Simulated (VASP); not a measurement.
Runs of VASP 6.6.1 on ZnSe. The structure is that of space group F-43m (No. 216), or close to it. The cells are those of the table. 

| task | cell | cutoff (eV) | smearing | ions in elastic constants | gap on the mesh (eV) | pressure (GPa) |
| --- | --- | --- | --- | --- | --- | --- |
| single point | a = 3.934 Å, angles 60.0°, 2 atoms | 520 | gaussian 0.05 eV | - | 1.30 | 0.6 |
| single point | a = 4.044 Å, angles 60.0°, 2 atoms | 500 | gaussian 0.05 eV | - | 0.96 | (a) |
| single point | a = 3.934 Å, angles 60.0°, 2 atoms | 500 | gaussian 0.02 eV | - | 1.30 | 0.6 |
| single point | a = 4.131 Å, angles 60.0°, 2 atoms | 520 | gaussian 0.05 eV | - | 0.71 | -7.2 |

Alike in all rows: level LDA; potentials or basis VASP PAW LDA potentials, release 64 (Zn, Se); no spin polarisation; k mesh 6 × 6 × 6.

Fill in the values left out.

(a) -4.5.

A k mesh can miss the band edges, and the runs leave out spin-orbit coupling on Se.
